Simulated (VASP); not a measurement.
# NaAsF6 (Fm-3m) in VASP: single point with LDA

Aim: the single point of NaAsF6 with LDA.

Everything below comes from runs of VASP 6.6.1. Logs are shortened: lines on timing, memory, paths and dates and some standing lists are left out, and cuts for length are marked.

## (1) The cell of the first run

The structure is cubic, space group Fm-3m (No. 225). The conventional cell has a = 7.966 Å, b = 7.966 Å, c = 7.966 Å, α = 90.00°, β = 90.00°, γ = 90.00°. Na (site symmetry m-3m) has 6 F at 2.24 Å within 3.0 Å. Within 2.3 Å of As (site symmetry m-3m) lie 6 F at 1.74 Å. Within 2.3 Å of F (site symmetry 4mm) lie 1 As at 1.74 Å and 1 Na at 2.24 Å.

## (2) Single point, LDA

The input, INCAR:

```
ALGO = Normal
EDIFF = 1E-6
ENCUT = 970
GGA = CA
GGA_COMPAT = F
ISIF = 2
ISMEAR = 0
LASPH = T
LCHARG = F
LREAL = F
LWAVE = F
NBANDS = 43
NELM = 120
PREC = Accurate
SIGMA = 0.01
```

The input, KPOINTS:

```
k-points
0
Gamma
  4 4 4
```

The input, POSCAR:

```
NaAsF6
1.0
    0.0000000000      3.9830493200      3.9830493200
    3.9830493200      0.0000000000      3.9830493200
    3.9830493200      3.9830493200      0.0000000000
Na As F
1 1 6
Direct
    0.5000000000      0.5000000000      0.5000000000
    0.0000000000      0.0000000000      0.0000000000
    0.7816298795      0.7816298795      0.2183701205
    0.2183701205      0.7816298795      0.2183701205
    0.7816298795      0.2183701205      0.2183701205
    0.2183701205      0.2183701205      0.7816298795
    0.7816298795      0.2183701205      0.7816298795
    0.2183701205      0.7816298795      0.7816298795
```

Potentials or basis: VASP PAW LDA potentials, release 64 (Na_sv, As_d, F).

Run with:

```sh
> cat potpaw_LDA.64/Na_sv/POTCAR potpaw_LDA.64/As_d/POTCAR potpaw_LDA.64/F/POTCAR > POTCAR
> mpirun -np 1 vasp_std > vasp.out
```

OUTCAR:

```text
EDIFF = 1E-6
   ENCUT = 970
   GGA = CA
   ISIF = 2
   ISMEAR = 0
   LASPH = T
   LREAL = F
   NELM = 120
   PREC = Accurate

 ion  position               nearest neighbor table
   1  0.500  0.500  0.500-
   2  0.000  0.000  0.000-   3 1.74   4 1.74   5 1.74   6 1.74   7 1.74   8 1.74
   3  0.782  0.782  0.218-   2 1.74
   4  0.218  0.782  0.218-   2 1.74
   5  0.782  0.218  0.218-   2 1.74
   6  0.218  0.218  0.782-   2 1.74
   7  0.782  0.218  0.782-   2 1.74
   8  0.218  0.782  0.782-   2 1.74

  LATTYP: Found a face centered cubic cell.
 ALAT       =     7.9660986400

  Lattice vectors:

 A1 = (   0.0000000000,   3.9830493200,   3.9830493200)
 A2 = (   3.9830493200,   0.0000000000,   3.9830493200)
 A3 = (   3.9830493200,   3.9830493200,   0.0000000000)

Analysis of symmetry for initial positions (statically):
=====================================================================
 Subroutine PRICEL returns:
 Original cell was already a primitive cell.

 Routine SETGRP: Setting up the symmetry group for a
 face centered cubic supercell.

 Subroutine GETGRP returns: Found 48 space group operations
 (whereof 48 operations were pure point group operations)
 out of a pool of 48 trial point group operations.

The static configuration has the point symmetry O_h .

Analysis of symmetry for dynamics (positions and initial velocities):
=====================================================================
 Subroutine PRICEL returns:
 Original cell was already a primitive cell.

 Routine SETGRP: Setting up the symmetry group for a
 face centered cubic supercell.

 Subroutine GETGRP returns: Found 48 space group operations
 (whereof 48 operations were pure point group operations)
 out of a pool of 48 trial point group operations.

The dynamic configuration has the point symmetry O_h .

 Subroutine INISYM returns: Found 48 space group operations
 (whereof 48 operations are pure point group operations),
 and found     1 'primitive' translations

----------------------------------------------------------------------------------------

                                     Primitive cell

  volume of cell :     126.3796

  direct lattice vectors                    reciprocal lattice vectors
[... 85 lines left out ...]
   NSW    =      0    number of steps for IOM
   IBRION =     -1    ionic relax: 0-MD 1-quasi-New 2-CG
   NFREE  =      0    steps in history (QN), initial steepest desc. (CG)
   ISIF   =      2    stress and relaxation
   ISYM   =      2    0-nonsym 1-usesym 2-fastsym
   POTIM  = 0.5000    time-step for ionic-motion
   TEBEG  =    0.0;   TEEND  =   0.0 temperature during run
   PSTRESS=    0.0 pullay stress
   NELECT =      66.0000    total number of electrons
   NUPDOWN=      -1.0000    fix difference up-down
   EMIN   =  10.00;   EMAX   =-10.00  energy-range for DOS
   EFERMI =   0.00;   METHOD = LEGACY
   ISMEAR =     0;   SIGMA  =   0.01  broadening in eV -4-tet -1-fermi 0-gaus
   EFERMI_NEDOS =   21; number of points for ismear=-14 and -15
   IALGO  =     38    algorithm
   IMIX   =      4    mixing-type and parameters
     AMIX     =   0.40;   BMIX     =  1.00
     AMIX_MAG =   1.60;   BMIX_MAG =  1.00
  volume/ion in A,a.u.               =      15.80       106.61
  Fermi-wavevector in a.u.,A,eV,Ry     =   1.318349  2.491319 23.647533  1.738045
  Thomas-Fermi vector in A             =   2.448325
   LORBIT       =      0    0 simple, 1 ext, 2 COOP (PROOUT), +10 PAW based schemes
   GGA     = CA    functional components
   LHFCALC =     F    Hartree Fock is set to
   AEXX    =    0.0000 exact exchange contribution
   IVDW    =     0    specifies the selected vdW correction
   LEPSILON=     F    determine dielectric tensor
   LRPA    =     F    only Hartree local field effects (RPA)
 non-spin polarized calculation
 Gauss-broadening in eV      SIGMA  =   0.01
  energy-cutoff  :      970.00
  volume of cell :      126.38
 maximum number of plane-waves:      8696
 NGX is ok and might be reduce to    60
   NGX = 29   NGY = 29   NGZ = 29

 number of electron      65.9999997 magnetization

 Free energy of the ion-electron system (eV)
  ---------------------------------------------------
  ext. energy  EPLUGINS =         0.00000000
  ---------------------------------------------------
  free energy    TOTEN  =       -39.60198653 eV

  energy without entropy =      -39.60198653  energy(sigma->0) =      -39.60198653

 E-fermi :  -4.4784     XC(G=0):  -8.5391

 val. band max:       -4.5332524661   @ k =   0.0000   0.0000   0.0000
 cond. band min:       0.7841786392   @ k =   0.0000   0.0000   0.0000
 fundamental gap:      5.3174311053
 Fermi energy:        -4.4784234806

 k-point     1 :       0.0000    0.0000    0.0000
  band No.  band energies     occupation
      1     -50.3558      2.00000
      2     -39.5155      2.00000
      3     -39.5155      2.00000
      4     -39.3377      2.00000
      5     -39.3377      2.00000
      6     -39.3377      2.00000
[... 357 lines left out ...]
     42      10.6796      0.00000
     43      10.6796      0.00000

------------------------ aborting loop because EDIFF is reached ----------------------------------------

  FORCE on cell =-STRESS in cart. coord.  units (eV):
  Direction    XX          YY          ZZ          XY          YZ          ZX
  --------------------------------------------------------------------------------------
  -------------------------------------------------------------------------------------
  Total       -0.4731203     -0.4731203     -0.4731203      0.0000000      0.0000000      0.0000000
  in kB       -5.9979817     -5.9979817     -5.9979817      0.0000000      0.0000000      0.0000000
  external PRESSURE =      -5.9979817 kB  Pullay stress =       0.0000000 kB

 VOLUME and BASIS-vectors are now :
 -----------------------------------------------------------------------------
  energy-cutoff  :      970.00
  volume of cell :      126.38
      direct lattice vectors                 reciprocal lattice vectors
     0.000000000  3.983049320  3.983049320    -0.125531963  0.125531963  0.125531963
     3.983049320  0.000000000  3.983049320     0.125531963 -0.125531963  0.125531963
     3.983049320  3.983049320  0.000000000     0.125531963  0.125531963 -0.125531963

 POSITION                                       TOTAL-FORCE (eV/Angst)
 -----------------------------------------------------------------------------------
      3.98305      3.98305      3.98305        -0.000000     -0.000000      0.000000
      0.00000      0.00000      0.00000        -0.000000     -0.000000      0.000000
      3.98305      3.98305      6.22654         0.000000     -0.000000     -0.108833
      3.98305      1.73956      3.98305         0.000000      0.108833      0.000000
      1.73956      3.98305      3.98305         0.108833     -0.000000      0.000000
      3.98305      3.98305      1.73956         0.000000     -0.000000      0.108833
      3.98305      6.22654      3.98305         0.000000     -0.108833      0.000000
      6.22654      3.98305      3.98305        -0.108833     -0.000000      0.000000
 -----------------------------------------------------------------------------------
    total drift:                               -0.000000     -0.000000      0.000000

  FREE ENERGIE OF THE ION-ELECTRON SYSTEM (eV)
  ---------------------------------------------------
  free  energy   TOTEN  =       -39.6019865264 eV

  energy  without entropy=      -39.6019865264  energy(sigma->0) =      -39.60198653
```

Run time: 1.9 min. Hardware: 1 thread of Intel Xeon Platinum 8259CL at 2.50GHz (Skylake/Cascade Lake), shared host; peak memory 0.42 GiB.

What came out:

```yaml
Free_energy: -39.6020 eV
Pressure: -0.6 GPa
Largest_force: 0.109 eV/Å
Band_gap_on_the_k_mesh: 5.32 eV
```

Forces in eV/Å, atoms in the order of the input:
```
Na   0.000  0.000  0.000
As   0.000  0.000  0.000
F    0.000  0.000 -0.109
F    0.000  0.109  0.000
F    0.109  0.000  0.000
F    0.000  0.000  0.109
F    0.000 -0.109  0.000
F   -0.109  0.000  0.000
```

Levels at points of the mesh, in eV from the valence-band top:
| k point | band 30 | band 31 | band 32 | band 33 | band 34 | band 35 | band 36 | band 37 |
| --- | --- | --- | --- | --- | --- | --- | --- | --- |
| (0.00, 0.00, 0.00) | -0.80 | 0.00 | 0.00 | 0.00 | 5.32 | 9.28 | 11.54 | 11.54 |
| (0.50, 0.00, 0.00) | -0.70 | -0.17 | -0.17 | -0.11 | 6.24 | 9.68 | 10.68 | 12.18 |
| (0.50, 0.50, 0.00) | -0.83 | -0.32 | -0.32 | 0.00 | 6.35 | 10.48 | 11.57 | 11.64 |

A k mesh can miss the band edges.
